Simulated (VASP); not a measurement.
# Ga2O3 (Cm) in VASP: further runs, part 3 of 4

VASP 6.6.1. Earlier steps stand in the parts before.

### Step 4. Single point, r2SCAN (atom 9 (O) moved +0.080 Å towards its neighbour atom 10 (O) at 2.811 Å)

Input file POSCAR:

```
Ga2O3
1.0
    6.1278415757     -1.5195305764      0.0025325578
    6.1278415757      1.5195305764      0.0025325578
   -1.3883852660      0.0000000000      5.6399772456
Ga O
4 6
Direct
    0.0905209738      0.0905209738      0.7947888382
    0.9094790262      0.9094790262      0.2052111618
    0.6587278752      0.6587278752      0.3144766576
    0.3412721248      0.3412721248      0.6855233424
    0.1642143310      0.1642143310      0.1091577328
    0.8357856690      0.8357856690      0.8908422672
    0.1733419983      0.1733419983      0.5635248269
    0.8266580017      0.8266580017      0.4364751731
    0.4964965611      0.4964965611      0.2701102678
    0.5037148571      0.5037148571      0.7437626390
```

Input file INCAR.step1:

```
SYSTEM = Ga2O3
PREC = Accurate
ENCUT = 520
ISMEAR = 0
SIGMA = 0.05
LREAL = .False.
LASPH = .True.
NELM = 100
NBANDS = 55
GGA = PE
ALGO = Normal
EDIFF = 1E-4
LWAVE = .True.
LCHARG = .False.
```

Input file INCAR.step2:

```
SYSTEM = Ga2O3
PREC = Accurate
ENCUT = 520
EDIFF = 1E-6
ISMEAR = 0
SIGMA = 0.05
LREAL = .False.
LASPH = .True.
NELM = 100
ALGO = Normal
ISIF = 2
LWAVE = .False.
LCHARG = .False.
METAGGA = R2SCAN
LMIXTAU = .True.
NBANDS = 55
ISTART = 1
```

Input file KPOINTS:

```
Automatic mesh
0
Gamma
  8 8 4
  0 0 0
```

Potentials or basis: VASP PAW PBE potentials, release 64 (Ga_d, O).

The run is started by

```bash
> cat potpaw_PBE.64/Ga_d/POTCAR potpaw_PBE.64/O/POTCAR > POTCAR
> cp INCAR.step1 INCAR
> mpirun -np 1 vasp_std > vasp.out
> cp INCAR.step2 INCAR
> mpirun -np 1 vasp_std > vasp.out
```

OUTCAR:

```text
SYSTEM = Ga2O3
   PREC = Accurate
   ENCUT = 520
   EDIFF = 1E-6
   ISMEAR = 0
   LREAL = .False.
   LASPH = .True.
   NELM = 100
   ISIF = 2
   METAGGA = R2SCAN
   ISTART = 1

 ion  position               nearest neighbor table
   1  0.091  0.091  0.795-   5 1.83  10 1.84  10 1.84   7 1.87
   2  0.909  0.909  0.205-   6 1.83   9 1.84   9 1.84   8 1.87
   3  0.659  0.659  0.314-   5 1.94   5 1.94   9 1.94   8 2.01   7 2.08   7 2.08
   4  0.341  0.341  0.686-  10 1.94   6 1.94   6 1.94   7 2.01   8 2.08   8 2.08
   5  0.164  0.164  0.109-   1 1.83   3 1.94   3 1.94
   6  0.836  0.836  0.891-   2 1.83   4 1.94   4 1.94
   7  0.173  0.173  0.564-   1 1.87   4 2.01   3 2.08   3 2.08
   8  0.827  0.827  0.436-   2 1.87   3 2.01   4 2.08   4 2.08
   9  0.496  0.496  0.270-   2 1.84   2 1.84   3 1.94
  10  0.504  0.504  0.744-   1 1.84   1 1.84   4 1.94

  LATTYP: Found a base centered monoclinic cell.
 ALAT       =    12.2556841981
 B/A-ratio  =     0.2479715619
 C/A-ratio  =     0.4739313001
 COS(beta)  =    -0.2386312219

  Lattice vectors:

[... 196 lines left out ...]
 val. band max:        3.4204505676   @ k =   0.5000   0.5000   0.5000
 cond. band min:       6.4068123294   @ k =   0.0000   0.0000   0.0000
 fundamental gap:      2.9863617619
 Fermi energy:         3.6902587847

 k-point     1 :       0.0000    0.0000    0.0000
  band No.  band energies     occupation
      1     -16.4130      2.00000
      2     -15.2500      2.00000
      3     -15.2129      2.00000
      4     -15.1337      2.00000
      5     -14.6943      2.00000
      6     -14.6911      2.00000
[... 1381 lines left out ...]
     54      15.0938      0.00000
     55      16.3439      0.00000

 [... further k-points ...]
[... 5 lines left out ...]
  --------------------------------------------------------------------------------------
  -------------------------------------------------------------------------------------
  Total        0.9210667      1.1973466      1.2170089      0.0000000      0.0000000     -0.1190800
  in kB       14.0486043     18.2625728     18.5624736      0.0000000      0.0000000     -1.8162714
  external PRESSURE =      16.9578835 kB  Pullay stress =       0.0000000 kB

 VOLUME and BASIS-vectors are now :
 -----------------------------------------------------------------------------
  energy-cutoff  :      520.00
  volume of cell :      105.04
      direct lattice vectors                 reciprocal lattice vectors
     6.127841576 -1.519530576  0.002532558     0.081586498 -0.329048989  0.020084034
     6.127841576  1.519530576  0.002532558     0.081586498  0.329048989  0.020084034
    -1.388385266  0.000000000  5.639977246    -0.000073271  0.000000000  0.177287643

 POSITION                                       TOTAL-FORCE (eV/Angst)
 -----------------------------------------------------------------------------------
      0.00592      0.00000      4.48305         0.021358      0.000000     -0.110200
     10.86137      0.00000      1.16199         0.047640      0.000000      0.131789
      7.63655      0.00000      1.77698        -0.048339      0.000000      0.149866
      3.23075      0.00000      3.86806         0.026053      0.000000     -0.177480
      1.86101      0.00000      0.61648        -0.016660      0.000000      0.036342
      9.00629      0.00000      5.02856         0.000361      0.000000      0.095321
      1.34204      0.00000      3.17915         0.099703      0.000000      0.021014
      9.52526      0.00000      2.46590        -0.139865      0.000000      0.076272
      5.70989      0.00000      1.52593         0.142370      0.000000     -0.407449
      5.14074      0.00000      4.19736        -0.132622      0.000000      0.184526
 -----------------------------------------------------------------------------------
    total drift:                                0.000253     -0.000000      0.000561

  FREE ENERGIE OF THE ION-ELECTRON SYSTEM (eV)
  ---------------------------------------------------
  free  energy   TOTEN  =      -102.4254881727 eV

  energy  without entropy=     -102.4254881727  energy(sigma->0) =     -102.42548817
```

OUTCAR.step1:

```text
SYSTEM = Ga2O3
   PREC = Accurate
   ENCUT = 520
   ISMEAR = 0
   LREAL = .False.
   LASPH = .True.
[... 1647 lines left out ...]
      9.52526      0.00000      2.46590        -0.095822      0.000000      0.067766
      5.70989      0.00000      1.52593         0.121704      0.000000     -0.314091
      5.14074      0.00000      4.19736        -0.120565      0.000000      0.137554
 -----------------------------------------------------------------------------------
    total drift:                               -0.000239     -0.000000      0.000421

  FREE ENERGIE OF THE ION-ELECTRON SYSTEM (eV)
  ---------------------------------------------------
  free  energy   TOTEN  =       -59.5303553042 eV

  energy  without entropy=      -59.5303553042  energy(sigma->0) =      -59.53035530
```

OSZICAR.step1:

```text
N       E                     dE             d eps       ncg     rms          rms(c)
DAV:   1     0.120392592940E+04    0.12039E+04   -0.39980E+04 10325   0.294E+03
DAV:   2     0.195021928607E+03   -0.10089E+04   -0.94473E+03  8764   0.809E+02
DAV:   3    -0.482628661766E+02   -0.24328E+03   -0.23629E+03  9813   0.258E+02
DAV:   4    -0.680821179535E+02   -0.19819E+02   -0.19595E+02 10707   0.796E+01
DAV:   5    -0.687801368583E+02   -0.69802E+00   -0.69635E+00 11106   0.153E+01    0.177E+01
DAV:   6    -0.593899991725E+02    0.93901E+01   -0.30570E+01 15633   0.622E+01    0.485E+00
DAV:   7    -0.595802222737E+02   -0.19022E+00   -0.34041E+00  9580   0.102E+01    0.348E+00
DAV:   8    -0.595674219042E+02    0.12800E-01   -0.56175E-01 12703   0.841E+00    0.140E+00
DAV:   9    -0.595280388912E+02    0.39383E-01   -0.17496E-01 12681   0.587E+00    0.221E-01
DAV:  10    -0.595299925511E+02   -0.19537E-02   -0.23218E-02 10791   0.109E+00    0.170E-01
DAV:  11    -0.595302833187E+02   -0.29077E-03   -0.26146E-03 10681   0.586E-01    0.749E-02
DAV:  12    -0.595303553042E+02   -0.71985E-04   -0.57639E-04  9932   0.380E-01
   1 F= -.59530355E+02 E0= -.59530355E+02  d E =-.122039E-15
```

Wall time 69 min (1 thread of Oxide Virtual Turin-like, shared host); peak memory 0.53 GiB.

What came out:

| Property | Result |
| --- | --- |
| Free energy | -102.4255 eV |
| Pressure | 1.7 GPa |
| Largest force | 0.432 eV/Å |
| Band gap on the k mesh | 2.99 eV (least direct gap 3.00 eV) |

Forces on the atoms (eV/Å):
```
Ga   0.021  0.000 -0.110
Ga   0.048  0.000  0.132
Ga  -0.048  0.000  0.150
Ga   0.026  0.000 -0.177
O   -0.017  0.000  0.036
O    0.000  0.000  0.095
O    0.100  0.000  0.021
O   -0.140  0.000  0.076
O    0.142  0.000 -0.407
O   -0.133  0.000  0.185
```

Stress tensor (GPa, compression positive):
```
 1.40  0.00 -0.18
 0.00  1.83  0.00
-0.18  0.00  1.86
```

Caveat: the cell differs from its parent crystal (atom 9 (O) moved +0.080 Å towards its neighbour atom 10 (O) at 2.811 Å); the PAW data sets were made with another functional, which shifts forces and pressure a little. A k mesh can miss the band edges.

### Step 5. Single point, r2SCAN (atom 9 (O) moved +0.160 Å towards its neighbour atom 10 (O) at 2.811 Å)

Changes to POSCAR since step 4:

```diff
@@ -16,3 +16,3 @@
     0.8266580017      0.8266580017      0.4364751731
-    0.4964965611      0.4964965611      0.2701102678
+    0.4967079794      0.4967079794      0.2839831746
     0.5037148571      0.5037148571      0.7437626390
```

Input file INCAR.step1:

```
PREC     = Accurate       # precision mode
ENCUT    = 520            # plane-wave cutoff, eV
ISMEAR   = 0              # smearing method
SIGMA    = 0.05           # smearing width, eV
LREAL    = F              # projectors in reciprocal space
LASPH    = T              # aspherical terms in the spheres
NELM     = 100            # most SCF steps
NBANDS   = 55             # bands
GGA      = PE             # functional
ALGO     = Normal         # electronic algorithm
EDIFF    = 1E-4           # SCF threshold, eV
LWAVE    = T              # write WAVECAR
LCHARG   = F              # write CHGCAR
```

Input file INCAR.step2:

```
PREC     = Accurate       # precision mode
ENCUT    = 520            # plane-wave cutoff, eV
EDIFF    = 1E-7           # SCF threshold, eV
ISMEAR   = 0              # smearing method
SIGMA    = 0.05           # smearing width, eV
LREAL    = F              # projectors in reciprocal space
LASPH    = T              # aspherical terms in the spheres
NELM     = 100            # most SCF steps
ALGO     = Normal         # electronic algorithm
ISIF     = 2              # what is computed and relaxed
LWAVE    = F              # write WAVECAR
LCHARG   = F              # write CHGCAR
METAGGA  = R2SCAN         # meta-GGA
LMIXTAU  = T            
NBANDS   = 55             # bands
ISTART   = 1
```

Input file KPOINTS:

```
Automatic mesh
0
Gamma
  8 8 4
```

Potentials or basis: VASP PAW PBE potentials, release 64 (Ga_d, O).

The run is started by

```bash
> cat potpaw_PBE.64/Ga_d/POTCAR potpaw_PBE.64/O/POTCAR > POTCAR
> cp INCAR.step1 INCAR
> mpirun -np 1 vasp_std > vasp.out
> cp INCAR.step2 INCAR
> mpirun -np 1 vasp_std > vasp.out
```

OUTCAR:

```text
PREC = Accurate
   ENCUT = 520
   EDIFF = 1E-7
   ISMEAR = 0
   LREAL = F
   LASPH = T
   NELM = 100
   ISIF = 2
   METAGGA = R2SCAN
   ISTART = 1

 ion  position               nearest neighbor table
   1  0.091  0.091  0.795-   5 1.83  10 1.84  10 1.84   7 1.87
   2  0.909  0.909  0.205-   6 1.83   9 1.85   9 1.85   8 1.87
   3  0.659  0.659  0.314-   5 1.94   5 1.94   9 1.95   8 2.01   7 2.08   7 2.08
   4  0.341  0.341  0.686-  10 1.94   6 1.94   6 1.94   7 2.01   8 2.08   8 2.08
   5  0.164  0.164  0.109-   1 1.83   3 1.94   3 1.94
   6  0.836  0.836  0.891-   2 1.83   4 1.94   4 1.94
   7  0.173  0.173  0.564-   1 1.87   4 2.01   3 2.08   3 2.08
   8  0.827  0.827  0.436-   2 1.87   3 2.01   4 2.08   4 2.08
   9  0.497  0.497  0.284-   2 1.85   2 1.85   3 1.95
  10  0.504  0.504  0.744-   1 1.84   1 1.84   4 1.94

  LATTYP: Found a base centered monoclinic cell.
 ALAT       =    12.2556841981
 B/A-ratio  =     0.2479715619
 C/A-ratio  =     0.4739313001
 COS(beta)  =    -0.2386312219

  Lattice vectors:

 A1 = (   6.1278415757,  -1.5195305764,   0.0025325578)
 A2 = (   6.1278415757,   1.5195305764,   0.0025325578)
 A3 = (  -1.3883852660,   0.0000000000,   5.6399772456)

Analysis of symmetry for initial positions (statically):
=====================================================================
 Subroutine PRICEL returns:
 Original cell was already a primitive cell.

 Routine SETGRP: Setting up the symmetry group for a
 base centered monoclinic supercell.

 Subroutine GETGRP returns: Found  2 space group operations
 (whereof  2 operations were pure point group operations)
 out of a pool of  4 trial point group operations.

The static configuration has the point symmetry C_1h.

Analysis of symmetry for dynamics (positions and initial velocities):
=====================================================================
[... 147 lines left out ...]
  volume/ion in A,a.u.               =      10.50        70.89
  Fermi-wavevector in a.u.,A,eV,Ry     =   1.543285  2.916386 32.405398  2.381730
  Thomas-Fermi vector in A             =   2.648970
   LORBIT       =      0    0 simple, 1 ext, 2 COOP (PROOUT), +10 PAW based schemes
   METAGGA = R2SCAN    functional components
   LHFCALC =     F    Hartree Fock is set to
   AEXX    =    0.0000 exact exchange contribution
   IVDW    =     0    specifies the selected vdW correction
   LEPSILON=     F    determine dielectric tensor
   LRPA    =     F    only Hartree local field effects (RPA)
 non-spin polarized calculation
 Gauss-broadening in eV      SIGMA  =   0.05
  energy-cutoff  :      520.00
  volume of cell :      105.04
 maximum number of plane-waves:      2850
   NGX = 23   NGY = 23   NGZ = 21

 number of electron      88.0000021 magnetization

 Free energy of the ion-electron system (eV)
  ---------------------------------------------------
  ext. energy  EPLUGINS =         0.00000000
  ---------------------------------------------------
  free energy    TOTEN  =      -102.37209075 eV

  energy without entropy =     -102.37209075  energy(sigma->0) =     -102.37209075

 E-fermi :   3.6673     XC(G=0): -12.5178

 val. band max:        3.4568133513   @ k =   0.5000   0.5000   0.5000
 cond. band min:       6.3978101448   @ k =   0.0000   0.0000   0.0000
 fundamental gap:      2.9409967935
 Fermi energy:         3.6673101792

 k-point     1 :       0.0000    0.0000    0.0000
  band No.  band energies     occupation
      1     -16.3993      2.00000
      2     -15.2286      2.00000
      3     -15.1442      2.00000
      4     -15.1374      2.00000
      5     -14.7160      2.00000
      6     -14.6915      2.00000
[... 1381 lines left out ...]
     54      15.1380      0.00000
     55      16.2686      0.00000

 [... further k-points ...]
[... 5 lines left out ...]
  --------------------------------------------------------------------------------------
  -------------------------------------------------------------------------------------
  Total        0.6904460      0.9905659      1.3121504      0.0000000      0.0000000     -0.2867085
  in kB       10.5310522     15.1086423     20.0136222      0.0000000      0.0000000     -4.3730319
  external PRESSURE =      15.2177722 kB  Pullay stress =       0.0000000 kB

 VOLUME and BASIS-vectors are now :
 -----------------------------------------------------------------------------
  energy-cutoff  :      520.00
  volume of cell :      105.04
      direct lattice vectors                 reciprocal lattice vectors
     6.127841576 -1.519530576  0.002532558     0.081586498 -0.329048989  0.020084034
     6.127841576  1.519530576  0.002532558     0.081586498  0.329048989  0.020084034
    -1.388385266  0.000000000  5.639977246    -0.000073271  0.000000000  0.177287643

 POSITION                                       TOTAL-FORCE (eV/Angst)
 -----------------------------------------------------------------------------------
      0.00592      0.00000      4.48305         0.018801      0.000000     -0.217660
     10.86137      0.00000      1.16199         0.149693      0.000000      0.291267
      7.63655      0.00000      1.77698        -0.102641      0.000000      0.251953
      3.23075      0.00000      3.86806         0.042327      0.000000     -0.302460
      1.86101      0.00000      0.61648        -0.090857      0.000000      0.042249
      9.00629      0.00000      5.02856         0.055682      0.000000      0.220025
      1.34204      0.00000      3.17915         0.173037      0.000000      0.096131
      9.52526      0.00000      2.46590        -0.252886      0.000000      0.097397
      5.69322      0.00000      1.60417         0.196205      0.000000     -0.894571
      5.14074      0.00000      4.19736        -0.189360      0.000000      0.415670
 -----------------------------------------------------------------------------------
    total drift:                               -0.000838     -0.000000      0.000273

  FREE ENERGIE OF THE ION-ELECTRON SYSTEM (eV)
  ---------------------------------------------------
  free  energy   TOTEN  =      -102.3720907482 eV

  energy  without entropy=     -102.3720907482  energy(sigma->0) =     -102.37209075
```

It took 90 min on 1 thread of Oxide Virtual Turin-like, shared host; peak memory 0.53 GiB.

Results:

| Property | Result |
| --- | --- |
| Free energy | -102.3721 eV |
| Pressure | 1.5 GPa |
| Largest force | 0.916 eV/Å |
| Band gap on the k mesh | 2.94 eV (least direct gap 2.95 eV) |

Forces in eV/Å, atoms in the order of the input:
```
Ga   0.019  0.000 -0.218
Ga   0.150  0.000  0.291
Ga  -0.103  0.000  0.252
Ga   0.042  0.000 -0.302
O   -0.091  0.000  0.042
O    0.056  0.000  0.220
O    0.173  0.000  0.096
O   -0.253  0.000  0.097
O    0.196  0.000 -0.895
O   -0.189  0.000  0.416
```

Levels at points of the mesh, in eV from the valence-band top:
```csv
k point,band 42,band 43,band 44,band 45,band 46,band 47
"(0.00, 0.00, 0.00)",-0.57,-0.39,-0.01,2.94,6.21,7.37
"(0.50, 0.00, 0.00)",-0.81,-0.53,-0.10,6.28,7.21,7.87
"(0.50, 0.50, 0.00)",-0.70,-0.52,-0.14,5.08,5.34,6.47
"(0.00, 0.00, 0.50)",-0.57,-0.56,-0.45,5.39,5.41,7.23
"(0.50, 0.00, 0.50)",-1.12,-0.90,-0.56,7.58,7.65,8.32
"(0.50, 0.50, 0.50)",-0.70,-0.65,0.00,5.70,5.89,7.05
```

Caveat: the cell differs from its parent crystal (atom 9 (O) moved +0.160 Å towards its neighbour atom 10 (O) at 2.811 Å); the PAW data sets were made with another functional, which shifts forces and pressure a little.

(Part 3 of 4 ends here.)
